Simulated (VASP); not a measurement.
Runs of VASP 6.6.1 on MgCdS2. The structure is that of space group P4/mmm (No. 123), or close to it. The cells are those of the table. 

| cell | gap on the mesh (eV) | pressure (GPa) |
| --- | --- | --- |
| a = 3.782, b = 3.782, c = 5.350 Å, 4 atoms | none | -4.3 |
| a = 3.895, b = 3.895, c = 5.509 Å, 4 atoms | none | -9.3 |
| a = 3.743, b = 3.743, c = 5.294 Å, 4 atoms | none | (b) |
| a = 3.858, b = 3.858, c = 5.457 Å, 4 atoms | none | -7.9 |
| a = 3.820, b = 3.820, c = 5.404 Å, 4 atoms | none | (a) |

Alike in all rows: task single point; level LDA; potentials or basis VASP PAW LDA potentials, release 64 (Mg, Cd, S); no spin polarisation; k mesh 6 × 6 × 4; cutoff (eV) 520; smearing fermi-dirac 0.1 eV.

Fill in the values left out.

(a) -6.2; (b) -1.9.

Caveats: semilocal functionals underestimate gaps, so a narrow gap can read as zero; the cell stands under tension (at least some runs).

A k mesh can miss the band edges, and the runs leave out spin-orbit coupling on Cd.

A gap of «none» marks levels without a gap at the run's occupations.
